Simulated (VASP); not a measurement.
# Tl (Im-3m) in VASP: further runs

Runs on Tl. Level: PBEsol. Tasks: single point.

Program: VASP 6.6.1. These are calculated values, not measurements. Logs are shortened: lines on timing, memory, paths and dates and some standing lists are left out, and cuts for length are marked.

### 1 The cell of the first run

The structure is cubic, space group Im-3m (No. 229). The conventional cell has a = 3.882 Å, b = 3.882 Å, c = 3.882 Å, α = 90.00°, β = 90.00°, γ = 90.00°. Tl (site symmetry m-3m) has 14 Tl at 3.36 to 3.88 Å within 4.4 Å.

### 2 Single point, PBEsol

INCAR reads:

```
ALGO = Normal
EDIFF = 1E-6
ENCUT = 520
GGA = PS
ISIF = 2
ISMEAR = 0
LASPH = T
LCHARG = F
LREAL = F
LWAVE = F
NBANDS = 12
NELM = 80
PREC = Accurate
SIGMA = 0.15
```

KPOINTS reads:

```
k-points
0
Gamma
  18 18 18
```

POSCAR reads:

```
Tl
1.0
   -1.9410000000      1.9410000000      1.9410000000
    1.9410000000     -1.9410000000      1.9410000000
    1.9410000000      1.9410000000     -1.9410000000
Tl
1
Direct
    0.0000000000      0.0000000000      0.0000000000
```

Potentials or basis: VASP PAW PBE potentials, release 64 (Tl_d).

The run is started by

```sh
> cat potpaw_PBE.64/Tl_d/POTCAR > POTCAR
> mpirun -np 1 vasp_std > vasp.out
```

OUTCAR:

```text
EDIFF = 1E-6
   ENCUT = 520
   GGA = PS
   ISIF = 2
   ISMEAR = 0
   LASPH = T
   LREAL = F
   NELM = 80
   PREC = Accurate

 ion  position               nearest neighbor table
   1  0.000  0.000  0.000-

  LATTYP: Found a body centered cubic cell.
 ALAT       =     3.8820000000

  Lattice vectors:

 A1 = (  -1.9410000000,   1.9410000000,   1.9410000000)
 A2 = (   1.9410000000,  -1.9410000000,   1.9410000000)
 A3 = (   1.9410000000,   1.9410000000,  -1.9410000000)

Analysis of symmetry for initial positions (statically):
=====================================================================
 Subroutine PRICEL returns:
 Original cell was already a primitive cell.

 Routine SETGRP: Setting up the symmetry group for a
 body centered cubic supercell.

 Subroutine GETGRP returns: Found 48 space group operations
[... 9 lines left out ...]

 Routine SETGRP: Setting up the symmetry group for a
 body centered cubic supercell.

 Subroutine GETGRP returns: Found 48 space group operations
[... 11 lines left out ...]
                                     Primitive cell

  volume of cell :      29.2507

  direct lattice vectors                    reciprocal lattice vectors
    -1.941000000  1.941000000  1.941000000     0.000000000  0.257599176  0.257599176
     1.941000000 -1.941000000  1.941000000     0.257599176  0.000000000  0.257599176
     1.941000000  1.941000000 -1.941000000     0.257599176  0.257599176  0.000000000

  length of vectors
     3.361910617  3.361910617  3.361910617     0.364300248  0.364300248  0.364300248

  position of ions in fractional coordinates (direct lattice)
     0.000000000  0.000000000  0.000000000

  ion indices of the primitive-cell ions
   primitive index   ion index
                 1           1

----------------------------------------------------------------------------------------

 KPOINTS: k-points

Automatic generation of k-mesh.
 Grid dimensions read from file:
 generate k-points for:   18   18   18

 Generating k-lattice:

  Cartesian coordinates                     Fractional coordinates (reciprocal lattice)
     0.000000000  0.014311065  0.014311065     0.055555556  0.000000000  0.000000000
     0.014311065  0.000000000  0.014311065     0.000000000  0.055555556  0.000000000
     0.014311065  0.014311065  0.000000000     0.000000000  0.000000000  0.055555556

  Length of vectors
     0.020238903  0.020238903  0.020238903

  Shift w.r.t. Gamma in fractional coordinates (k-lattice)
     0.000000000  0.000000000  0.000000000

 Subroutine IBZKPT returns following result:
 ===========================================

 Found    195 irreducible k-points:

 Following reciprocal coordinates:
            Coordinates               Weight
  0.000000  0.000000  0.000000      1.000000
  0.055556  0.000000  0.000000     12.000000
  0.111111  0.000000  0.000000     12.000000
  0.166667  0.000000  0.000000     12.000000
  0.222222  0.000000  0.000000     12.000000
  0.277778  0.000000  0.000000     12.000000
[... 16 lines left out ...]
  0.333333  0.111111  0.000000     48.000000
  0.388889  0.111111  0.000000     48.000000
 [... further k-points ...]
   k-points           NKPTS =    195   k-points in BZ     NKDIM =    195   number of bands    NBANDS=     12
   number of dos      NEDOS =    301   number of ions     NIONS =      1
   total plane-waves  NPLWV =  21952
   dimension x,y,z NGX =    28 NGY =   28 NGZ =   28
   dimension x,y,z NGXF=    56 NGYF=   56 NGZF=   56
   ions per type =               1
   NGX,Y,Z   is equivalent  to a cutoff of  13.85, 13.85, 13.85 a.u.
   NGXF,Y,Z  is equivalent  to a cutoff of  27.69, 27.69, 27.69 a.u.
 SYSTEM =  unknown system
   PREC   = accura    normal or accurate (medium, high low for compatibility)
   ISTART =      0    job   : 0-new  1-cont  2-samecut
   ICHARG =      2    charge: 1-file 2-atom 10-const
   ISPIN  =      1    spin polarized calculation?
   LNONCOLLINEAR =      F non collinear calculations
   LSORBIT =      F    spin-orbit coupling
   LASPH  =      T    aspherical Exc in radial PAW
   ENCUT  =  520.0 eV  38.22 Ry    6.18 a.u.   6.25  6.25  6.25*2*pi/ulx,y,z
   NELM   =     80;   NELMIN=  2; NELMDL= -5     # of ELM steps
   EDIFF  = 0.1E-05   stopping-criterion for ELM
   LREAL  =      F    real-space projection
   EDIFFG = 0.1E-04   stopping-criterion for IOM
   NSW    =      0    number of steps for IOM
   IBRION =     -1    ionic relax: 0-MD 1-quasi-New 2-CG
   NFREE  =      0    steps in history (QN), initial steepest desc. (CG)
   ISIF   =      2    stress and relaxation
   ISYM   =      2    0-nonsym 1-usesym 2-fastsym
   POTIM  = 0.5000    time-step for ionic-motion
   TEBEG  =    0.0;   TEEND  =   0.0 temperature during run
   PSTRESS=    0.0 pullay stress
   NELECT =      13.0000    total number of electrons
   NUPDOWN=      -1.0000    fix difference up-down
   EMIN   =  10.00;   EMAX   =-10.00  energy-range for DOS
   EFERMI =   0.00;   METHOD = LEGACY
   ISMEAR =     0;   SIGMA  =   0.15  broadening in eV -4-tet -1-fermi 0-gaus
   EFERMI_NEDOS =   21; number of points for ismear=-14 and -15
   IALGO  =     38    algorithm
   IMIX   =      4    mixing-type and parameters
     AMIX     =   0.40;   BMIX     =  1.00
     AMIX_MAG =   1.60;   BMIX_MAG =  1.00
  volume/ion in A,a.u.               =      29.25       197.39
  Fermi-wavevector in a.u.,A,eV,Ry     =   1.249330  2.360891 21.236311  1.560825
  Thomas-Fermi vector in A             =   2.383375
   LORBIT       =      0    0 simple, 1 ext, 2 COOP (PROOUT), +10 PAW based schemes
   GGA     = PS    functional components
   LHFCALC =     F    Hartree Fock is set to
   AEXX    =    0.0000 exact exchange contribution
   IVDW    =     0    specifies the selected vdW correction
   LEPSILON=     F    determine dielectric tensor
   LRPA    =     F    only Hartree local field effects (RPA)
 non-spin polarized calculation
 Gauss-broadening in eV      SIGMA  =   0.15
  energy-cutoff  :      520.00
  volume of cell :       29.25
 maximum number of plane-waves:       802
 NGX is ok and might be reduce to    28
   NGX = 13   NGY = 13   NGZ = 13

 number of electron      13.0000002 magnetization

 Free energy of the ion-electron system (eV)
  ---------------------------------------------------
  ext. energy  EPLUGINS =         0.00000000
  ---------------------------------------------------
  free energy    TOTEN  =        -2.62872577 eV

  energy without entropy =       -2.62471977  energy(sigma->0) =       -2.62672277

 E-fermi :   6.1512     XC(G=0): -10.2558

 val. band max:        6.1233480416   @ k =  -0.3889   0.4444   0.2222
 cond. band min:       6.2280795810   @ k =   0.3333   0.0556   0.0000
 fundamental gap:      0.1047315394
 Fermi energy:         6.1512121214

 k-point     1 :       0.0000    0.0000    0.0000
  band No.  band energies     occupation
      1      -5.4279      2.00000
      2      -5.4279      2.00000
      3      -5.4279      2.00000
      4      -5.0150      2.00000
      5      -5.0150      2.00000
      6      -3.7615      2.00000
      7      16.7512      0.00000
      8      16.7512      0.00000
      9      16.7512      0.00000
     10      18.4150      0.00000
     11      18.4150      0.00000
     12      18.4150      0.00000

 k-point     2 :       0.0556    0.0000    0.0000
  band No.  band energies     occupation
      1      -5.4333      2.00000
      2      -5.4238      2.00000
      3      -5.4089      2.00000
      4      -5.0209      2.00000
      5      -5.0151      2.00000
      6      -3.6930      2.00000
      7      15.9616      0.00000
      8      16.4849      0.00000
      9      16.6002      0.00000
     10      18.1023      0.00000
     11      18.3503      0.00000
     12      18.3765      0.00000

 k-point     3 :       0.1111    0.0000    0.0000
  band No.  band energies     occupation
      1      -5.4487      2.00000
      2      -5.4154      2.00000
      3      -5.3537      2.00000
      4      -5.0370      2.00000
      5      -5.0153      2.00000
      6      -3.4844      2.00000
      7      14.2699      0.00000
      8      15.8282      0.00000
      9      16.1547      0.00000
     10      17.6301      0.00000
     11      18.1864      0.00000
     12      18.4448      0.00000

 k-point     4 :       0.1667    0.0000    0.0000
  band No.  band energies     occupation
      1      -5.4723      2.00000
      2      -5.4125      2.00000
      3      -5.2677      2.00000
      4      -5.0572      2.00000
      5      -5.0155      2.00000
      6      -3.1304      2.00000
      7      12.3756      0.00000
      8      15.0094      0.00000
      9      15.5396      0.00000
     10      17.1901      0.00000
     11      17.9807      0.00000
     12      18.7431      0.00000

 k-point     5 :       0.2222    0.0000    0.0000
  band No.  band energies     occupation
      1      -5.5011      2.00000
      2      -5.4251      2.00000
      3      -5.1595      2.00000
      4      -5.0715      2.00000
      5      -5.0154      2.00000
      6      -2.6287      2.00000
      7      10.4910      0.00000
      8      14.1762      0.00000
      9      14.9041      0.00000
     10      16.8196      0.00000
     11      17.7768      0.00000
     12      19.2364      0.00000
[... 228 lines left out ...]
      1      -5.5169      2.00000
      2      -5.4293      2.00000
      3      -5.0873      2.00000
      4      -5.0647      2.00000
      5      -5.0072      2.00000
      6      -1.7680      2.00000
      7       8.6862      0.00000
      8      11.8476      0.00000
      9      13.8274      0.00000
     10      17.4540      0.00000
     11      19.0096      0.00000
     12      19.3144      0.00000

 k-point    22 :       0.2778    0.1111    0.0000
  band No.  band energies     occupation
      1      -5.5430      2.00000
      2      -5.4569      2.00000
      3      -5.0784      2.00000
      4      -5.0323      2.00000
      5      -4.9447      2.00000
      6      -0.9972      2.00000
      7       7.0861      0.00000
      8      11.2355      0.00000
      9      13.3656      0.00000
     10      17.2294      0.00000
     11      19.1415      0.00000
     12      19.6618      0.00000

 k-point    23 :       0.3333    0.1111    0.0000
  band No.  band energies     occupation
      1      -5.5645      2.00000
      2      -5.4871      2.00000
      3      -5.0650      2.00000
      4      -5.0299      2.00000
      5      -4.8654      2.00000
      6      -0.1275      2.00000
      7       5.6062      2.00000
      8      10.7896      0.00000
      9      13.0236      0.00000
     10      17.0710      0.00000
     11      18.9983      0.00000
     12      20.3652      0.00000

 k-point    24 :       0.3889    0.1111    0.0000
  band No.  band energies     occupation
      1      -5.5789      2.00000
      2      -5.5092      2.00000
      3      -5.0522      2.00000
      4      -5.0323      2.00000
      5      -4.8096      2.00000
      6       0.7483      2.00000
      7       4.3589      2.00000
      8      10.5161      0.00000
      9      12.8141      0.00000
     10      16.9778      0.00000
     11      18.9038      0.00000
     12      21.1054      0.00000

 [... further k-points ...]
[... 5 lines left out ...]
  --------------------------------------------------------------------------------------
  -------------------------------------------------------------------------------------
  Total       -0.1642994     -0.1642994     -0.1642994     -0.0000000     -0.0000000     -0.0000000
  in kB       -8.9993254     -8.9993254     -8.9993254     -0.0000000     -0.0000000     -0.0000000
  external PRESSURE =      -8.9993254 kB  Pullay stress =       0.0000000 kB

 VOLUME and BASIS-vectors are now :
 -----------------------------------------------------------------------------
  energy-cutoff  :      520.00
  volume of cell :       29.25
      direct lattice vectors                 reciprocal lattice vectors
    -1.941000000  1.941000000  1.941000000     0.000000000  0.257599176  0.257599176
     1.941000000 -1.941000000  1.941000000     0.257599176  0.000000000  0.257599176
     1.941000000  1.941000000 -1.941000000     0.257599176  0.257599176  0.000000000

 POSITION                                       TOTAL-FORCE (eV/Angst)
 -----------------------------------------------------------------------------------
      0.00000      0.00000      0.00000         0.000000      0.000000     -0.000000
 -----------------------------------------------------------------------------------
    total drift:                               -0.000000     -0.000000     -0.000000

  FREE ENERGIE OF THE ION-ELECTRON SYSTEM (eV)
  ---------------------------------------------------
  free  energy   TOTEN  =        -2.6287257664 eV

  energy  without entropy=       -2.6247197685  energy(sigma->0) =       -2.62672277
```

It took 22 s on 1 thread of Intel Xeon 6975P-C (Granite Rapids), shared host; peak memory 0.19 GiB.

Results:

```yaml
Free_energy: -2.6287 eV
Pressure: -0.9 GPa
```

Caveat: the PAW data sets were made with another functional, which shifts forces and pressure a little; spin-orbit coupling is left out, which moves the levels of the heavy elements.

(Continued in part 2 of 2.)
